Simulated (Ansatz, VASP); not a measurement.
# PbS: VASP beside Ansatz

```xyz
2
Lattice="0.0000 2.9408 2.9408 2.9408 0.0000 2.9408 2.9408 2.9408 0.0000" Properties=species:S:1:pos:R:3 pbc="T T T"
Pb    0.0000    0.0000    0.0000
S     2.9408    2.9408    2.9408
```

Alike in both runs: task single point; functional PBE; k mesh 6 × 6 × 6; no spin polarisation.

```csv
,VASP,Ansatz
version,VASP 6.6.1,Ansatz 0.2.0
potentials or method,"VASP PAW PBE potentials, release 64 (Pb_d, S), cutoff 500 eV","plane waves, PAW"
occupations,"gaussian, width 0.01 eV",fixed
valence electrons in the cell,20,20
```

Ansatz gave:

```
pressure (GPa) : 3.9
```

**Question.** Estimate VASP's values.

**Answer.** Pressure (GPa): 3.8.

Spin-orbit coupling is off throughout.
